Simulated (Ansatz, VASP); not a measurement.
Ta: VASP beside Ansatz

Contents of INCAR:

```
  ALGO = Fast
  EDIFF = 1E-7
  ENCUT = 520
  GGA = PE
  ISIF = 2
  ISMEAR = 0
  LASPH = T
  LCHARG = T
  LELF = T
  LREAL = F
  LVHAR = T
  LWAVE = F
  NBANDS = 12
  NELM = 80
  PREC = Accurate
  SIGMA = 0.15
```

Contents of KPOINTS:

```
k-points
0
Gamma
  18 18 18
```

The input POSCAR:

```
Ta
1.0
   -1.5682119726      1.6594835689      1.8461754704
    1.5682119726     -1.6594835689      1.8461754704
    1.5682119726      1.6594835689     -1.8461754704
Ta
1
Direct
    0.0000000000      0.0000000000      0.0000000000
```

Input for Ansatz:

```yaml
crystal:
  lattice:
    - [-1.5682119726, 1.6594835689, 1.8461754704]
    - [1.5682119726, -1.6594835689, 1.8461754704]
    - [1.5682119726, 1.6594835689, -1.8461754704]
  atoms:
    - { symbol: Ta, position: [0.0, 0.0, 0.0] }
basis:
  ecutwfc: 420
kpoints:
  mp_grid: { grid: [18, 18, 18] }
hamiltonian:
  xc: pbe
  pseudopotentials: { kind: paw, azcp: { folder: soft_1 } }
scf:
  occupations: { method: gaussian, width: 0.15 }
output:
  forces: true
  stress: true
  eigenvalues: true
```

Change from the starting cell: normal strain along x -0.0550, normal strain along z +0.1125.

Alike in both runs: task single point; functional PBE; k mesh 18 × 18 × 18; occupations gaussian, width 0.15 eV; no spin polarisation.

|  | VASP | Ansatz |
| --- | --- | --- |
| version | VASP 6.6.1 | Ansatz 0.2.0 |
| potentials or method | VASP PAW PBE potentials, release 64 (Ta_pv), cutoff 520 eV | scalar-relativistic, plane waves, PAW |
| valence electrons in the cell | 11 | 13 |

|  | VASP | Ansatz | Ansatz less VASP |
| --- | --- | --- | --- |
| gap on the k mesh at the Fermi level (eV) | none | none | - |
| pressure (GPa) | -7.2 | -7.2 | -0.01 |
| traceless stress, the component that is largest in VASP (GPa) | -6.48 | -6.47 | +0.009 |

A gap of «none» marks a metal or a gap that the smearing closes. VASP's potentials hold 11 valence electrons a cell and Ansatz's 13, so a difference there can come from the potentials and not from the codes.

Neither program's run includes spin-orbit coupling.
